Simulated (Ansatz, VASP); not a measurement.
## Pt in VASP and in Ansatz

INCAR

```
SYSTEM = Pt
ALGO = Fast ; EDIFF = 1E-6
ENCUT = 520 ; GGA = PS
ISIF = 2 ; ISMEAR = 0
LASPH = .TRUE. ; LCHARG = .FALSE.
LREAL = .FALSE. ; LWAVE = .FALSE.
NBANDS = 11 ; NELM = 80
PREC = Accurate ; SIGMA = 0.15
```

The input KPOINTS:

```
k-points
0
G
  20 20 20
  0 0 0
```

Contents of POSCAR:

```
Pt
1.0
    0.0146842500      1.9579000000      1.9579000000
    1.9579000000      0.0146842500      1.9579000000
    1.9725842500      1.9725842500      0.0000000000
Pt
1
Direct
    0.0000000000      0.0000000000      0.0000000000
```

Input for Ansatz:

```yaml
crystal:
  lattice:
    - [0.01468425, 1.9579, 1.9579]
    - [1.9579, 0.01468425, 1.9579]
    - [1.97258425, 1.97258425, 0.0]
  atoms:
    - { symbol: Pt, position: [0.0, 0.0, 0.0] }
basis:
  ecutwfc: 420
kpoints:
  mp_grid: { grid: [20, 20, 20] }
hamiltonian:
  xc: pbesol
scf:
  occupations: { method: gaussian, width: 0.15 }
output:
  forces: true
  stress: true
  eigenvalues: true
```

Change from the starting cell: strain +0.0150 x Voigt [0, 0, 0, 0, 0, 1], atoms carried along.

Alike in both runs: task single point; functional PBEsol; k mesh 20 × 20 × 20; occupations gaussian, width 0.15 eV; no spin polarisation.

```csv
,VASP,Ansatz
version,VASP 6.6.1,Ansatz 0.2.0
potentials or method,"VASP PAW PBE potentials, release 64 (Pt), cutoff 520 eV","scalar-relativistic, plane waves, PAW"
valence electrons in the cell,10,18
```

VASP gave:

| Item | Value |
| --- | --- |
| gap on the k mesh at the Fermi level (eV) | none |
| pressure (GPa) | 0.2 |
| traceless stress, the component that is largest in VASP (GPa) | -1.23 |

Task: Which values does Ansatz return?

Result: gap on the k mesh at the Fermi level (eV): none; pressure (GPa): 0.7; traceless stress, the component that is largest in VASP (GPa): -1.21.

VASP's potentials were made for PBE, not for PBEsol. A gap of «none» marks a metal or a gap that the smearing closes. With one functional, cell and mesh, what is left measures potentials, basis and numerics. VASP's potentials hold 10 valence electrons a cell and Ansatz's 18, so a difference there can come from the potentials and not from the codes.

Spin-orbit coupling is off throughout.
